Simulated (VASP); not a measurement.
Runs of VASP 6.6.1 on Cs. The structure is that of space group Fm-3m (No. 225), or close to it. The cells are those of the table. This isn't the form of Cs at room conditions, which is bcc.

```csv
level,potentials or basis,spin,cell,k mesh,cutoff (eV),smearing,grid for exact exchange (PRECFOCK),share of exact exchange,screening parameter,gap on the mesh (eV),pressure (GPa),moment (μB)
r2SCAN,"VASP PAW PBE potentials, release 64 (Cs_sv)",off,"a = 5.693 Å, angles 60.0°, 1 atom",6 × 6 × 6,520,fermi-dirac 0.05 eV,-,-,-,none,-0.1,-
HSE06,"VASP PAW PBE potentials, release 64 (Cs_sv)",off,"a = 5.584 Å, angles 60.0°, 1 atom",4 × 4 × 4,520,fermi-dirac 0.05 eV,Normal,0.25,0.2079 1/Å,none,0.0,-
LDA,"VASP PAW LDA potentials, release 64 (Cs_sv)",off,"a = 5.657 Å, angles 60.0°, 1 atom",6 × 6 × 6,520,fermi-dirac 0.05 eV,-,-,-,none,-0.4,-
PBEsol,"VASP PAW PBE potentials, release 64 (Cs_sv)","non-collinear, zero start, SOC","a = 5.584 Å, angles 60.0°, 1 atom",6 × 6 × 6,520,fermi-dirac 0.05 eV,-,-,-,-,-0.2,0.00
LDA,"VASP PAW LDA potentials, release 64 (Cs_sv)",off,"a = 5.584 Å, angles 60.0°, 1 atom",6 × 6 × 6,520,fermi-dirac 0.05 eV,-,-,-,none,-0.4,-
LDA,"VASP PAW LDA potentials, release 64 (Cs_sv)",off,"a = 5.584 Å, angles 60.0°, 1 atom",6 × 6 × 6,500,fermi-dirac 0.05 eV,-,-,-,none,-0.4,-
r2SCAN,"VASP PAW PBE potentials, release 64 (Cs_sv)",off,"a = 5.546 Å, angles 60.0°, 1 atom",6 × 6 × 6,520,fermi-dirac 0.05 eV,-,-,-,none,(a),-
LDA,"VASP PAW LDA potentials, release 64 (Cs_sv)",off,"a = 5.546 Å, angles 60.0°, 1 atom",6 × 6 × 6,520,fermi-dirac 0.05 eV,-,-,-,none,-0.4,-
revPBE+D3(BJ),"VASP PAW PBE potentials, release 64 (Cs_sv)","non-collinear, zero start, SOC","a = 5.490 Å, angles 60.0°, 1 atom",5 × 5 × 5,520,methfessel-paxton 0.2 eV,-,-,-,-,0.0,0.00
LDA,"VASP PAW LDA potentials, release 64 (Cs_sv)",off,"a = 5.693 Å, angles 60.0°, 1 atom",6 × 6 × 6,520,fermi-dirac 0.05 eV,-,-,-,none,-0.4,-
r2SCAN,"VASP PAW PBE potentials, release 64 (Cs_sv)",off,"a = 5.584 Å, angles 60.0°, 1 atom",6 × 6 × 6,520,fermi-dirac 0.05 eV,-,-,-,none,0.0,-
```

Problem. Estimate the missing entries.

Solution. (a) 0.1.

Caveats: spin-orbit coupling is left out, which moves the levels of the heavy elements (at least some runs); the PAW data sets were made with another functional, which shifts forces and pressure a little (at least some runs).

A k mesh can miss the band edges, and rows without SOC leave out spin-orbit coupling on Cs.

A gap of «none» marks levels without a gap at the run's occupations.
